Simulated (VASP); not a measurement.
Input of a VASP 6.6.1 run:

File INCAR:

```
  ALGO = Fast
  EDIFF = 1E-6
  ENCUT = 520
  GGA = PE
  ISIF = 2
  ISMEAR = 0
  LASPH = T
  LCHARG = F
  LREAL = F
  LWAVE = F
  NBANDS = 28
  NELM = 100
  PREC = Accurate
  SIGMA = 0.1
```

KPOINTS

```
k-points
0
Gamma
  12 12 10
```

Contents of POSCAR:

```
BIr3Pd
1.0
    4.9332119127      0.0000000000      0.0000000000
   -2.4666059564      4.2722868387      0.0000000000
    0.0000000000      0.0000000000      4.0969834844
B Pd Ir
1 1 3
Direct
    0.0000000000      0.0000000000      0.5000000000
    0.0000000000      0.0000000000      0.0000000000
    0.5000000000      0.0000000000      0.5000000000
    0.0000000000      0.5000000000      0.5000000000
    0.5000000000      0.5000000000      0.5000000000
```

Potentials or basis: VASP PAW PBE potentials, release 64 (B, Pd, Ir).

The run is started by

```bash
$ cat potpaw_PBE.64/B/POTCAR potpaw_PBE.64/Pd/POTCAR potpaw_PBE.64/Ir/POTCAR > POTCAR
$ mpirun -np 1 vasp_std > vasp.out
```

**Question.** Estimate the band gap on the k mesh.

**Answer.** Zero (band 20 reaches 6.45 eV, above the bottom of band 21 at 5.08 eV).

**Question.** Estimate the pressure.

**Answer.** 0.3 GPa.

Stress tensor (GPa, compression positive):
```
0.33 0.00 0.00
0.00 0.33 0.00
0.00 0.00 0.17
```

Caveat: spin-orbit coupling is left out, which moves the levels of the heavy elements.
